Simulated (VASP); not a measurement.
**BaZrO3: relaxation of cell and atoms with PBEsol**

Crystal: BaZrO3.

```
CELL_PARAMETERS angstrom
4.19134 0.00000 0.00000
0.00000 4.19134 0.00000
0.00000 0.00000 4.19134
ATOMIC_POSITIONS crystal
Ba 0.00000 0.00000 0.00000
Zr 0.50000 0.50000 0.50000
O 0.00000 0.50000 0.50000
O 0.50000 0.00000 0.50000
O 0.50000 0.50000 0.00000
```

```json
{"Program": "VASP 6.6.1", "Task": "relaxation of cell and atoms", "Functional": "PBEsol", "Potentials or basis": "VASP PAW PBE potentials, release 64 (Ba_sv, Zr_sv, O)", "Cutoff": "600 eV", "k mesh": "6 × 6 × 6", "Occupations": "gaussian, width 0.01 eV", "Spin": "no spin polarisation", "Target pressure": "10 GPa", "Dipole correction": "no", "Further INCAR settings": "ALGO = Normal; EDIFF = 1e-07; IBRION = 2; EDIFFG = -0.01; NSW = 80; ISIF = 3"}
```

| Quantity | Value |
| --- | --- |
| Relaxed volume | 13.93 Å³/atom |
| Relaxed cell | a = 4.114 Å, b = 4.114 Å, c = 4.114 Å, α = 90.00°, β = 90.00°, γ = 90.00° |
| Space group after relaxing (to 0.05 Å) | Pm-3m (No. 221) |
| Energy change on relaxing (the enthalpy is what falls) | +23.0 meV/atom |
| Ionic steps | 4 |
| Pressure after relaxing | 10.0 GPa |
| Band gap on the k mesh | 3.22 eV, indirect (least direct gap 3.36 eV) |

The path:
| step | energy change (eV) | largest force (eV/Å) | pressure (GPa) | volume (Å³) |
| --- | --- | --- | --- | --- |
| 1 | 0.0000 | 0.0000 | -0.23 | 73.63 |
| 2 | 0.7931 | 0.0000 | 30.44 | 64.06 |
| 3 | 0.1104 | 0.0000 | 9.74 | 69.71 |
| 4 | 0.1152 | 0.0000 | 9.97 | 69.64 |

Final structure:
```
CELL_PARAMETERS angstrom
4.11411 0.00000 0.00000
0.00000 4.11411 0.00000
0.00000 0.00000 4.11411
ATOMIC_POSITIONS crystal
Ba 0.00000 0.00000 0.00000
Zr 0.50000 0.50000 0.50000
O 0.00000 0.50000 0.50000
O 0.50000 0.00000 0.50000
O 0.50000 0.50000 0.00000
```

Levels at points of the mesh, in eV from the valence-band top:
```tsv
k point	band 16	band 17	band 18	band 19	band 20	band 21	band 22	band 23	band 24
(0.00, 0.00, 0.00)	-1.09	-1.09	-0.15	-0.15	-0.15	3.22	3.22	3.22	4.60
(0.50, 0.00, 0.00)	-1.88	-1.84	-1.84	-0.35	-0.35	3.73	6.06	6.06	6.57
(0.50, 0.50, 0.00)	-2.63	-0.93	-0.93	-0.64	-0.09	6.01	6.01	6.73	6.79
(0.50, 0.50, 0.50)	-2.58	-2.58	0.00	0.00	0.00	6.12	6.12	6.12	7.49
```

Run time: 2.5 min on 1 thread of Intel(R) Xeon(R) Platinum 8488C (Sapphire Rapids), with other jobs on the host, peak memory 0.24 GiB.

Caveat: the cell is relaxed towards a set pressure, so the enthalpy falls and the energy may rise; the PAW data sets were made with another functional, which shifts forces and pressure a little; spin-orbit coupling is left out, which moves the levels of the heavy elements. A k mesh can miss the band edges.
